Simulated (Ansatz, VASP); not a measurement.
Re: VASP beside Ansatz

```xyz
1
Lattice="0.0000 2.0230 1.9214 2.0230 0.0000 1.9214 2.0230 2.0230 0.0000" Properties=species:S:1:pos:R:3 pbc="T T T"
Re    0.0000    0.0000    0.0000
```

Alike in both runs: task single point; functional PBE; k mesh 10 × 10 × 10; occupations gaussian, width 0.15 eV; no spin polarisation.

|  | VASP | Ansatz |
| --- | --- | --- |
| version | VASP 6.6.1 | Ansatz 0.2.0 |
| potentials or method | VASP PAW PBE potentials, release 64 (Re), cutoff 520 eV | scalar-relativistic, plane waves, PAW |
| valence electrons in the cell | 7 | 15 |

|  | VASP | Ansatz | Ansatz less VASP |
| --- | --- | --- | --- |
| gap on the k mesh at the Fermi level (eV) | none | none | - |
| pressure (GPa) | -16.1 | -15.3 | +0.77 |
| traceless stress, the component that is largest in VASP (GPa) | 8.64 | 8.72 | +0.082 |

A gap of «none» marks a metal or a gap that the smearing closes. VASP's potentials hold 7 valence electrons a cell and Ansatz's 15, so a difference there can come from the potentials and not from the codes.

Spin-orbit coupling is off throughout.
